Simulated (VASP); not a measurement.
Ti, 2 atoms in the cell. It takes space group Fd-3m (No. 227, cubic). Conventional cell: a = 5.323 Å, b = 5.323 Å, c = 5.323 Å, α = 90.00°, β = 90.00°, γ = 90.00°. Within 3.0 Å of Ti (site symmetry -43m) lie 4 Ti at 2.30 Å. 

| Quantity | Value |
| --- | --- |
| Program | VASP 6.6.1 |
| Task | single point |
| Functional | LDA |
| Potentials or basis | VASP PAW LDA potentials, release 64 (Ti_sv) |
| Cutoff | 520 eV |
| k mesh | 7 × 7 × 7 |
| Occupations | methfessel-paxton, width 0.05 eV |
| Spin | no spin polarisation |
| Dipole correction | no |
| Further INCAR settings | ALGO = Normal; EDIFF = 1e-06; NBANDS = 19 |

Potentials or basis: VASP PAW LDA potentials, release 64 (Ti_sv).

Run with:

```bash
$ cat potpaw_LDA.64/Ti_sv/POTCAR > POTCAR
$ mpirun -np 1 vasp_std > vasp.out
```

Hardware: 1 thread of Intel Xeon 8259CL, on a shared host.

Task: How long does it take, and how much memory?

Result: It took 22 s on 1 thread of Intel Xeon 8259CL (shared host), peak memory 0.14 GiB. Counts: scf iterations 12, k points 20.
